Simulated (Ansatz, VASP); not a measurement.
Ti in VASP and in Ansatz

The input INCAR:

```
SYSTEM = Ti
PREC     = Accurate       ! precision mode
ENCUT    = 520            ! plane-wave cutoff, eV
EDIFF    = 1E-7           ! SCF threshold, eV
ISMEAR   = 0              ! smearing method
SIGMA    = 0.15           ! smearing width, eV
LREAL    = .False.        ! projectors in reciprocal space
LASPH    = .True.         ! aspherical terms in the spheres
NELM     = 100            ! most SCF steps
ALGO     = Fast           ! electronic algorithm
ISIF     = 2              ! what is computed and relaxed
LWAVE    = .False.        ! write WAVECAR
LCHARG   = .False.        ! write CHGCAR
GGA      = CA             ! functional
NBANDS   = 12             ! bands
```

KPOINTS

```
Automatic mesh
0
Gamma
  22 22 22
  0 0 0
```

Contents of POSCAR:

```
Ti
1.0
    0.0000000000      1.9496851533      2.1062448711
    1.9496851533      0.0000000000      2.1062448711
    1.9496851533      1.9496851533      0.0000000000
Ti
1
Direct
    0.0000000000      0.0000000000      0.0000000000
```

Input for Ansatz:

```yaml
crystal:
  lattice:
    - [0.0, 1.9496851533, 2.1062448711]
    - [1.9496851533, 0.0, 2.1062448711]
    - [1.9496851533, 1.9496851533, 0.0]
  atoms:
    - { symbol: Ti, position: [0.0, 0.0, 0.0] }
basis:
  ecutwfc: 520.0
kpoints:
  mp_grid: { grid: [22, 22, 22] }
hamiltonian:
  xc: lda
  pseudopotentials: { kind: paw, azcp: { folder: soft_1 } }
scf:
  occupations: { method: gaussian, width: 0.15 }
output:
  forces: true
  stress: true
  eigenvalues: true
```

Alike in both runs: task single point; functional LDA; k mesh 22 × 22 × 22; occupations gaussian, width 0.15 eV; no spin polarisation.

|  | VASP | Ansatz |
| --- | --- | --- |
| version | VASP 6.6.1 | Ansatz 0.2.0 |
| potentials or method | VASP PAW LDA potentials, release 64 (Ti_sv), cutoff 520 eV | scalar-relativistic, plane waves, PAW |
| valence electrons in the cell | 12 | 12 |

VASP gave:

```
gap on the k mesh at the Fermi level (eV)                     : none
pressure (GPa)                                                : -0.3
traceless stress, the component that is largest in VASP (GPa) : -1.39
```

**Question.** What did Ansatz give for the same quantities?

**Answer.** gap on the k mesh at the Fermi level (eV): none; pressure (GPa): 0.0; traceless stress, the component that is largest in VASP (GPa): -1.37.

Ansatz warns that its potentials were made for another functional, while VASP's fit it. LDA's correlation is that of Perdew and Zunger in VASP and of Perdew and Wang (1992) in Ansatz. A gap of «none» marks a metal or a gap that the smearing closes.
